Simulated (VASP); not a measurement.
# Nb (Im-3m) in VASP: notebook

The runs below take Nb through single point, relaxation of cell and atoms, with PBEsol.

Program: VASP 6.6.1. These are calculated values, not measurements. Logs are shortened: lines on timing, memory, paths and dates and some standing lists are left out, and cuts for length are marked.

**1. The cell of the first run**

The structure is cubic, space group Im-3m (No. 229). The conventional cell has a = 3.273 Å, b = 3.273 Å, c = 3.273 Å, α = 90.00°, β = 90.00°, γ = 90.00°. Nb (site symmetry m-3m) has 14 Nb at 2.83 to 3.27 Å within 3.7 Å.

**2. Single point, PBEsol**

INCAR reads:

```
  PREC = Accurate
  ENCUT = 520
  EDIFF = 1E-6
  ISMEAR = -1
  SIGMA = 0.05
  LREAL = F
  LASPH = T
  NELM = 80
  ALGO = Normal
  ISIF = 2
  LWAVE = F
  LCHARG = T
  GGA = PS
  LELF = T
  LVHAR = T
  NBANDS = 20
```

KPOINTS reads:

```
Automatic mesh
0
Gamma
  11 11 11
```

POSCAR reads:

```
Nb
1.0
    3.2726221427      0.0000000000      0.0000000000
    0.0000000000      3.2726221427      0.0000000000
    0.0000000000      0.0000000000      3.2726221427
Nb
2
Direct
    0.0000000000      0.0000000000      0.0000000000
    0.5000000000      0.5000000000      0.5000000000
```

Potentials or basis: VASP PAW PBE potentials, release 64 (Nb_sv).

The run is started by

```console
> cat potpaw_PBE.64/Nb_sv/POTCAR > POTCAR
> mpirun -np 1 vasp_std > vasp.out
```

OUTCAR:

```text
PREC = Accurate
   ENCUT = 520
   EDIFF = 1E-6
   ISMEAR = -1
   LREAL = F
   LASPH = T
   NELM = 80
   ISIF = 2
   GGA = PS

 ion  position               nearest neighbor table
   1  0.000  0.000  0.000-   2 2.83   2 2.83   2 2.83   2 2.83   2 2.83   2 2.83   2 2.83   2 2.83

   2  0.500  0.500  0.500-   1 2.83   1 2.83   1 2.83   1 2.83   1 2.83   1 2.83   1 2.83   1 2.83

  LATTYP: Found a simple cubic cell.
 ALAT       =     3.2726221427

  Lattice vectors:

 A1 = (   3.2726221427,   0.0000000000,   0.0000000000)
 A2 = (   0.0000000000,   3.2726221427,   0.0000000000)
 A3 = (   0.0000000000,   0.0000000000,   3.2726221427)

Analysis of symmetry for initial positions (statically):
=====================================================================
 Subroutine PRICEL returns following result:

  LATTYP: Found a body centered cubic cell.
 ALAT       =     3.2726221427

  Lattice vectors:

 A1 = (   1.6363110713,   1.6363110714,  -1.6363110713)
 A2 = (  -1.6363110713,   1.6363110713,   1.6363110713)
 A3 = (   1.6363110713,  -1.6363110713,   1.6363110714)

   2 primitive cells build up your supercell.

 Routine SETGRP: Setting up the symmetry group for a
 simple cubic supercell.

 Subroutine GETGRP returns: Found 48 space group operations
 (whereof 48 operations were pure point group operations)
 out of a pool of 48 trial point group operations.

The static configuration has the point symmetry O_h .

Analysis of symmetry for dynamics (positions and initial velocities):
=====================================================================
 Subroutine PRICEL returns following result:

  LATTYP: Found a body centered cubic cell.
 ALAT       =     3.2726221427

  Lattice vectors:

 A1 = (   1.6363110713,   1.6363110714,  -1.6363110713)
 A2 = (  -1.6363110713,   1.6363110713,   1.6363110713)
 A3 = (   1.6363110713,  -1.6363110713,   1.6363110714)

   2 primitive cells build up your supercell.

 Routine SETGRP: Setting up the symmetry group for a
 simple cubic supercell.

 Subroutine GETGRP returns: Found 48 space group operations
 (whereof 48 operations were pure point group operations)
 out of a pool of 48 trial point group operations.

The dynamic configuration has the point symmetry O_h .

 Subroutine INISYM returns: Found 48 space group operations
 (whereof 48 operations are pure point group operations),
 and found     2 'primitive' translations

----------------------------------------------------------------------------------------

                                     Primitive cell

  volume of cell :      17.5250

  direct lattice vectors                    reciprocal lattice vectors
     1.636311071  1.636311071 -1.636311071     0.305565371  0.305565371  0.000000000
    -1.636311071  1.636311071  1.636311071    -0.000000000  0.305565371  0.305565371
     1.636311071 -1.636311071  1.636311071     0.305565371  0.000000000  0.305565371

  length of vectors
     2.834173913  2.834173913  2.834173913     0.432134692  0.432134692  0.432134692

  position of ions in fractional coordinates (direct lattice)
     0.000000000  0.000000000  0.000000000

  ion indices of the primitive-cell ions
   primitive index   ion index
                 1           1

----------------------------------------------------------------------------------------

 KPOINTS: Automatic mesh

Automatic generation of k-mesh.
 Grid dimensions read from file:
 generate k-points for:   11   11   11

 Generating k-lattice:

  Cartesian coordinates                     Fractional coordinates (reciprocal lattice)
     0.027778670  0.000000000  0.000000000     0.090909091  0.000000000  0.000000000
     0.000000000  0.027778670  0.000000000     0.000000000  0.090909091  0.000000000
     0.000000000  0.000000000  0.027778670     0.000000000  0.000000000  0.090909091

  Length of vectors
     0.027778670  0.027778670  0.027778670

  Shift w.r.t. Gamma in fractional coordinates (k-lattice)
     0.000000000  0.000000000  0.000000000

 Subroutine IBZKPT returns following result:
 ===========================================

 Found     56 irreducible k-points:

 Following reciprocal coordinates:
            Coordinates               Weight
  0.000000  0.000000  0.000000      1.000000
  0.090909  0.000000  0.000000      6.000000
  0.181818  0.000000  0.000000      6.000000
  0.272727  0.000000  0.000000      6.000000
  0.363636  0.000000  0.000000      6.000000
  0.454545  0.000000  0.000000      6.000000
[... 16 lines left out ...]
  0.181818  0.090909  0.090909     24.000000
  0.272727  0.090909  0.090909     24.000000
 [... further k-points ...]
   k-points           NKPTS =     56   k-points in BZ     NKDIM =     56   number of bands    NBANDS=     20
   number of dos      NEDOS =    301   number of ions     NIONS =      2
   total plane-waves  NPLWV =  13824
   dimension x,y,z NGX =    24 NGY =   24 NGZ =   24
   dimension x,y,z NGXF=    48 NGYF=   48 NGZF=   48
   ions per type =               2
   NGX,Y,Z   is equivalent  to a cutoff of  12.19, 12.19, 12.19 a.u.
   NGXF,Y,Z  is equivalent  to a cutoff of  24.38, 24.38, 24.38 a.u.
 SYSTEM =  unknown system
   PREC   = accura    normal or accurate (medium, high low for compatibility)
   ISTART =      0    job   : 0-new  1-cont  2-samecut
   ICHARG =      2    charge: 1-file 2-atom 10-const
   ISPIN  =      1    spin polarized calculation?
   LNONCOLLINEAR =      F non collinear calculations
   LSORBIT =      F    spin-orbit coupling
   LASPH  =      T    aspherical Exc in radial PAW
   ENCUT  =  520.0 eV  38.22 Ry    6.18 a.u.   6.08  6.08  6.08*2*pi/ulx,y,z
   NELM   =     80;   NELMIN=  2; NELMDL= -5     # of ELM steps
   EDIFF  = 0.1E-05   stopping-criterion for ELM
   LREAL  =      F    real-space projection
   EDIFFG = 0.1E-04   stopping-criterion for IOM
   NSW    =      0    number of steps for IOM
   IBRION =     -1    ionic relax: 0-MD 1-quasi-New 2-CG
   NFREE  =      0    steps in history (QN), initial steepest desc. (CG)
   ISIF   =      2    stress and relaxation
   ISYM   =      2    0-nonsym 1-usesym 2-fastsym
   POTIM  = 0.5000    time-step for ionic-motion
   TEBEG  =    0.0;   TEEND  =   0.0 temperature during run
   PSTRESS=    0.0 pullay stress
   NELECT =      26.0000    total number of electrons
   NUPDOWN=      -1.0000    fix difference up-down
   EMIN   =  10.00;   EMAX   =-10.00  energy-range for DOS
   EFERMI =   0.00;   METHOD = LEGACY
   ISMEAR =    -1;   SIGMA  =   0.05  broadening in eV -4-tet -1-fermi 0-gaus
   EFERMI_NEDOS =   21; number of points for ismear=-14 and -15
   IALGO  =     38    algorithm
   IMIX   =      4    mixing-type and parameters
     AMIX     =   0.40;   BMIX     =  1.00
     AMIX_MAG =   1.60;   BMIX_MAG =  1.00
  volume/ion in A,a.u.               =      17.52       118.26
  Fermi-wavevector in a.u.,A,eV,Ry     =   1.481961  2.800500 29.881226  2.196208
  Thomas-Fermi vector in A             =   2.595806
   LORBIT       =      0    0 simple, 1 ext, 2 COOP (PROOUT), +10 PAW based schemes
   GGA     = PS    functional components
   LHFCALC =     F    Hartree Fock is set to
   AEXX    =    0.0000 exact exchange contribution
   IVDW    =     0    specifies the selected vdW correction
   LEPSILON=     F    determine dielectric tensor
   LRPA    =     F    only Hartree local field effects (RPA)
 non-spin polarized calculation
  energy-cutoff  :      520.00
  volume of cell :       35.05
 maximum number of plane-waves:       957
   NGX = 13   NGY = 13   NGZ = 13

 number of electron      25.9999998 magnetization

 Free energy of the ion-electron system (eV)
  ---------------------------------------------------
  ext. energy  EPLUGINS =         0.00000000
  ---------------------------------------------------
  free energy    TOTEN  =       -21.91334085 eV

  energy without entropy =      -21.88628184  energy(sigma->0) =      -21.89981135

 E-fermi :  11.4101     XC(G=0): -12.7722

 val. band max:       11.4070554760   @ k =   0.1818   0.0909   0.0000
 cond. band min:      11.4265473111   @ k =   0.3636   0.0909   0.0000
 fundamental gap:      0.0194918351
 Fermi energy:        11.4101011850

 k-point     1 :       0.0000    0.0000    0.0000
  band No.  band energies     occupation
      1     -42.8066      2.00000
      2     -42.3379      2.00000
      3     -19.0750      2.00000
      4     -19.0750      2.00000
      5     -19.0750      2.00000
      6     -18.0600      2.00000
[... 12 lines left out ...]
     19      17.2598      0.00000
     20      20.7144      0.00000

 k-point     2 :       0.0909    0.0000    0.0000
  band No.  band energies     occupation
      1     -42.7957      2.00000
      2     -42.3458      2.00000
      3     -19.0778      2.00000
      4     -19.0539      2.00000
      5     -19.0539      2.00000
      6     -18.1060      2.00000
[... 12 lines left out ...]
     19      17.0901      0.00000
     20      20.2687      0.00000

 k-point     3 :       0.1818    0.0000    0.0000
  band No.  band energies     occupation
      1     -42.7642      2.00000
      2     -42.3694      2.00000
      3     -19.0804      2.00000
      4     -18.9924      2.00000
      5     -18.9924      2.00000
      6     -18.2331      2.00000
[... 12 lines left out ...]
     19      16.6213      0.00000
     20      19.2186      0.00000

 k-point     4 :       0.2727    0.0000    0.0000
  band No.  band energies     occupation
      1     -42.7155      2.00000
      2     -42.4078      2.00000
      3     -19.0678      2.00000
      4     -18.8957      2.00000
      5     -18.8957      2.00000
      6     -18.4132      2.00000
[... 12 lines left out ...]
     19      15.9490      0.00000
     20      18.0330      0.00000

 k-point     5 :       0.3636    0.0000    0.0000
  band No.  band energies     occupation
      1     -42.6546      2.00000
      2     -42.4592      2.00000
      3     -19.0227      2.00000
      4     -18.7721      2.00000
      5     -18.7721      2.00000
      6     -18.6100      2.00000
[... 12 lines left out ...]
     19      15.9077      0.00000
     20      17.0591      0.00000
[... 353 lines left out ...]
      6     -18.5182      2.00000
[... 12 lines left out ...]
     19      17.8412      0.00000
     20      18.0551      0.00000

 k-point    22 :       0.0909    0.0909    0.0909
  band No.  band energies     occupation
      1     -42.7749      2.00000
      2     -42.3605      2.00000
      3     -19.0925      2.00000
      4     -19.0925      2.00000
      5     -18.9274      2.00000
      6     -18.2631      2.00000
[... 12 lines left out ...]
     19      16.6829      0.00000
     20      21.4757      0.00000

 k-point    23 :       0.1818    0.0909    0.0909
  band No.  band energies     occupation
      1     -42.7455      2.00000
      2     -42.3818      2.00000
      3     -19.1471      2.00000
      4     -19.0289      2.00000
      5     -18.8272      2.00000
      6     -18.4170      2.00000
[... 12 lines left out ...]
     19      16.7960      0.00000
     20      20.4178      0.00000

 k-point    24 :       0.2727    0.0909    0.0909
  band No.  band energies     occupation
      1     -42.7000      2.00000
      2     -42.4165      2.00000
      3     -19.1734      2.00000
      4     -18.9289      2.00000
      5     -18.7133      2.00000
      6     -18.6059      2.00000
[... 12 lines left out ...]
     19      16.4060      0.00000
     20      19.0944      0.00000

 [... further k-points ...]
[... 5 lines left out ...]
  --------------------------------------------------------------------------------------
  -------------------------------------------------------------------------------------
  Total       -0.0407473     -0.0407473     -0.0407473     -0.0000000      0.0000000      0.0000000
  in kB       -1.8626107     -1.8626107     -1.8626107     -0.0000000      0.0000000      0.0000000
  external PRESSURE =      -1.8626107 kB  Pullay stress =       0.0000000 kB

 VOLUME and BASIS-vectors are now :
 -----------------------------------------------------------------------------
  energy-cutoff  :      520.00
  volume of cell :       35.05
      direct lattice vectors                 reciprocal lattice vectors
     3.272622143  0.000000000  0.000000000     0.305565371  0.000000000  0.000000000
     0.000000000  3.272622143  0.000000000     0.000000000  0.305565371  0.000000000
     0.000000000  0.000000000  3.272622143     0.000000000  0.000000000  0.305565371

 POSITION                                       TOTAL-FORCE (eV/Angst)
 -----------------------------------------------------------------------------------
      0.00000      0.00000      0.00000         0.000000      0.000000     -0.000000
      1.63631      1.63631      1.63631        -0.000000     -0.000000      0.000000
 -----------------------------------------------------------------------------------
    total drift:                                0.000000      0.000000     -0.000000

  FREE ENERGIE OF THE ION-ELECTRON SYSTEM (eV)
  ---------------------------------------------------
  free  energy   TOTEN  =       -21.9133408501 eV

  energy  without entropy=      -21.8862818440  energy(sigma->0) =      -21.89981135
```

It took 10 s on 1 thread of Intel Xeon 6975P-C (Granite Rapids), shared host; peak memory 0.15 GiB.

Results:

```
Free energy            : -21.9133 eV
Pressure               : -0.2 GPa
Band gap on the k mesh : zero (band 13 reaches 13.36 eV, above the bottom of band 14 at 10.11 eV)
```

Caveat: the PAW data sets were made with another functional, which shifts forces and pressure a little.

**3. Single point, PBEsol**

This run uses another cell than the first one: it holds 1 atom, not 2.

INCAR reads:

```
  PREC = Accurate
  ENCUT = 520
  EDIFF = 1E-6
  ISMEAR = -1
  SIGMA = 0.05
  LREAL = False
  LASPH = True
  NELM = 100
  ALGO = Normal
  ISIF = 2
  LWAVE = False
  LCHARG = False
  GGA = PS
  NBANDS = 12
```

KPOINTS reads:

```
regular mesh
0
Gamma
  18 18 18
```

POSCAR reads:

```
Nb
1.0
   -1.6363110713      1.6363110713      1.6363110713
    1.6363110713     -1.6363110713      1.6363110713
    1.6363110713      1.6363110713     -1.6363110713
Nb
1
Direct
    0.0000000000      0.0000000000      0.0000000000
```

Potentials or basis: VASP PAW PBE potentials, release 64 (Nb_sv).

The run is started by

```console
> cat potpaw_PBE.64/Nb_sv/POTCAR > POTCAR
> mpirun -np 1 vasp_std > vasp.out
```

Run time: 12 s. Hardware: 1 thread of Intel Xeon 6975P-C (Granite Rapids), shared host; peak memory 0.17 GiB.

It converged, with:

- Free energy: -10.9581 eV
- Pressure: -0.3 GPa

Levels at points of the mesh, in eV from the Fermi level:
```
           k point  band 2  band 3  band 4  band 5  band 6  band 7  band 8  band 9  band 10  band 11
(0.00, 0.00, 0.00)  -29.48  -29.48  -29.48   -6.01    0.37    0.37    0.37    3.37     3.37    14.30
(0.50, 0.00, 0.00)  -30.97  -29.95  -29.49   -3.84   -1.74    2.43    3.42    4.13     6.65    11.71
(0.50, 0.50, 0.50)  -30.49  -30.49  -30.49   -3.89   -3.89    5.84    5.84    5.84     9.30     9.30
```

Caveat: the PAW data sets were made with another functional, which shifts forces and pressure a little.

(Part 1 of 2 ends here.)
